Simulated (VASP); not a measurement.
A run of VASP 6.6.1 is set up as follows.

INCAR

```
  ALGO = Fast
  EDIFF = 1E-6
  ENCUT = 520
  GGA = PS
  ISIF = 2
  ISMEAR = 0
  LASPH = True
  LCHARG = True
  LELF = True
  LREAL = False
  LVHAR = True
  LWAVE = False
  NBANDS = 12
  NELM = 80
  PREC = Accurate
  SIGMA = 0.1
```

Contents of KPOINTS:

```
k-points
0
Gamma
  6 6 6
```

The input POSCAR:

```
Sc
1.0
    0.0000000000      2.4501963323      2.4501963323
    2.4501963323      0.0000000000      2.4501963323
    2.4501963323      2.4501963323      0.0000000000
Sc
1
Direct
    0.0000000000      0.0000000000      0.0000000000
```

Potentials or basis: VASP PAW PBE potentials, release 64 (Sc_sv).

Command:

```console
$ cat potpaw_PBE.64/Sc_sv/POTCAR > POTCAR
$ mpirun -np 1 vasp_std > vasp.out
```

(1) Estimate the pressure.

Answers

(1) -8.4 GPa.

Caveat: the k points lie up to 0.37 Å⁻¹ apart; the cell differs from its parent crystal (Al replaced by Sc, lengths x 1.243, strained); the PAW data sets were made with another functional, which shifts forces and pressure a little.
